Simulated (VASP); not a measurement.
Rh:

```
Rh
1.0
     0.00000    1.89785    1.89785
     1.89785    0.00000    1.89785
     1.89785    1.89785    0.00000
Rh
1
Cartesian
  0.0000 0.0000 0.0000
```

Program: VASP 6.6.1. Alike in all runs: task single point; level PBE; potentials or basis VASP PAW PBE potentials, release 64 (Rh_pv); no spin polarisation; cell as given; cutoff (eV) 520; smearing fermi-dirac 0.1 eV.

Question: Order these runs on this cell by their pressure, lowest first.
A. k mesh 3 × 3 × 3
B. k mesh 5 × 5 × 5
C. k mesh 10 × 10 × 10

Answer: C (7.9 GPa), B (10.9 GPa), A (33.4 GPa).

Caveats: some runs use coarse meshes.
